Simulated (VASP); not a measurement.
Crystal: C.

```
C
1.0
     0.00000    1.78012    1.85133
     1.78012    0.00000    1.85133
     1.78012    1.78012    0.00000
C
2
Direct
  0.00000 0.00000 0.00000
  0.25000 0.25000 0.25000
```

This cell differs from its parent crystal: uniaxial z strain +4.0%.

Base run:

```yaml
Program: VASP 6.6.1
Functional: r2SCAN
Potentials_or_basis: VASP PAW PBE potentials, release 64 (C)
Cutoff: 520 eV
k_mesh: 12 × 12 × 12
Occupations: gaussian, width 0.01 eV
Spin: no spin polarisation
```

Its results: band gap on the k mesh 3.75 eV, indirect (least direct gap 5.37 eV); pressure -15.4 GPa.

Task: The run is repeated on the same cell with these changes: functional from r2SCAN to PBE; occupations from gaussian, width 0.01 eV to fermi-dirac, width 0.02 eV. What comes out?

Result: Band gap on the k mesh 3.59 eV, indirect (least direct gap 5.15 eV); pressure -11.6 GPa.

Caveats: the PAW data sets were made with another functional, which shifts forces and pressure a little (some runs).

A k mesh can miss the band edges.
